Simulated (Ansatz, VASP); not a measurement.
## AlNi3: VASP beside Ansatz

INCAR

```
PREC = Accurate
ENCUT = 520
EDIFF = 1E-7
ISMEAR = -1
SIGMA = 0.05
LREAL = F
LASPH = T
NELM = 150
ALGO = Normal
ISIF = 2
LWAVE = F
LCHARG = F
ISPIN = 2
MAGMOM = 1 1 1 0
LORBIT = 11
LMAXMIX = 4
GGA = PS
NBANDS = 28
```

KPOINTS

```
regular mesh
0
Gamma
  8 8 8
```

POSCAR

```
AlNi3
1.0
    3.5694160265      0.0000000000      0.0000000000
    0.0000000000      3.5694160265      0.0000000000
    0.0000000000      0.0000000000      3.5694160265
Ni Al
3 1
Direct
    0.5000000000      0.5000000000      0.0000000000
    0.5000000000      0.0000000000      0.5000000000
    0.0000000000      0.5000000000      0.5000000000
    0.0000000000      0.0000000000      0.0000000000
```

File input.yaml:

```yaml
crystal:
  lattice:
    - [3.5694160265, 0.0, 0.0]
    - [0.0, 3.5694160265, 0.0]
    - [0.0, 0.0, 3.5694160265]
  atoms:
    - { symbol: Ni, position: [0.5, 0.5, 0.0], spin: 1.0 }
    - { symbol: Ni, position: [0.5, 0.0, 0.5], spin: 1.0 }
    - { symbol: Ni, position: [0.0, 0.5, 0.5], spin: 1.0 }
    - { symbol: Al, position: [0.0, 0.0, 0.0] }
hamiltonian:
  xc: pbesol
  pseudopotentials: { kind: paw }
magnetization:
  spin_polarized: true
kpoints:
  mp_grid: { grid: [8, 8, 8] }
scf:
  occupations: { method: fermi_dirac, width: 0.05 }
output:
  forces: true
  stress: true
  eigenvalues: true
```

Alike in both runs: task single point; functional PBEsol; k mesh 8 × 8 × 8; occupations fermi-dirac, width 0.05 eV; collinear spin.

```csv
,VASP,Ansatz
version,VASP 6.6.1,Ansatz 0.2.0
potentials or method,"VASP PAW PBE potentials, release 64 (Ni, Al)",Ansatz PAW
plane-wave cutoff (eV),520,420
valence electrons in the cell,33,57
```

Ansatz gave:

```
gap on the k mesh at the Fermi level (eV)                     : none
pressure (GPa)                                                : -7.8
net moment per atom (μB)                                      : 0.17
size of the moment on the site where the two differ most (μB) : 0.26
```

**Question.** Estimate VASP's values.

**Answer.** gap on the k mesh at the Fermi level (eV): none; pressure (GPa): -7.6; net moment per atom (μB): 0.17; size of the moment on the site where the two differ most (μB): 0.23.

VASP's potentials were made for PBE, not for PBEsol. Site moments also hang on the region over which each program counts them. A gap of «none» marks a metal or a gap that the smearing closes. VASP's potentials hold 33 valence electrons a cell and Ansatz's 57, so a difference there can come from the potentials and not from the codes.
